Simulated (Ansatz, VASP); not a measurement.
**BiSe3 in VASP and in Ansatz**

The input INCAR:

```
SYSTEM = BiSe3
ALGO = Normal
EDIFF = 1E-7
ENCUT = 520
GGA = PE
ISIF = 2
ISMEAR = 0
LASPH = .True.
LCHARG = .False.
LREAL = .False.
LWAVE = .False.
NBANDS = 24
NELM = 100
PREC = Accurate
SIGMA = 0.1
```

Contents of KPOINTS:

```
k-points
0
Gamma
  4 4 4
  0 0 0
```

File POSCAR:

```
BiSe3
1.0
    0.0000000000      3.9082015700      3.9082015700
    3.9082015700      0.0000000000      3.9082015700
    3.9082015700      3.9082015700      0.0000000000
Bi Se
1 3
Direct
    0.5000000000      0.5000000000      0.5000000000
    0.2500000000      0.2500000000      0.2500000000
    0.7500000000      0.7500000000      0.7500000000
    0.0000000000      0.0000000000      0.0000000000
```

Input for Ansatz:

```yaml
crystal:
  lattice:
    - [0.0, 3.90820157, 3.90820157]
    - [3.90820157, 0.0, 3.90820157]
    - [3.90820157, 3.90820157, 0.0]
  atoms:
    - { symbol: Bi, position: [0.5, 0.5, 0.5] }
    - { symbol: Se, position: [0.25, 0.25, 0.25] }
    - { symbol: Se, position: [0.75, 0.75, 0.75] }
    - { symbol: Se, position: [0.0, 0.0, 0.0] }
basis:
  ecutwfc: 420
kpoints:
  mp_grid: { grid: [4, 4, 4] }
hamiltonian:
  xc: pbe
scf:
  occupations: { method: gaussian, width: 0.1 }
  lower_state_search: "off"
output:
  forces: true
  stress: true
  eigenvalues: true
```

Alike in both runs: task single point; functional PBE; k mesh 4 × 4 × 4; occupations gaussian, width 0.1 eV; no spin polarisation.

|  | VASP | Ansatz |
| --- | --- | --- |
| version | VASP 6.6.1 | Ansatz 0.2.0 |
| potentials or method | VASP PAW PBE potentials, release 64 (Bi_d, Se), cutoff 520 eV | scalar-relativistic, plane waves, PAW |
| valence electrons in the cell | 33 | 63 |

|  | VASP | Ansatz | Ansatz less VASP |
| --- | --- | --- | --- |
| gap on the k mesh at the Fermi level (eV) | none | none | - |
| pressure (GPa) | -9.0 | -9.0 | +0.01 |

A gap of «none» marks a metal or a gap that the smearing closes. VASP's potentials hold 33 valence electrons a cell and Ansatz's 63, so a difference there can come from the potentials and not from the codes.

Spin-orbit coupling is off throughout.
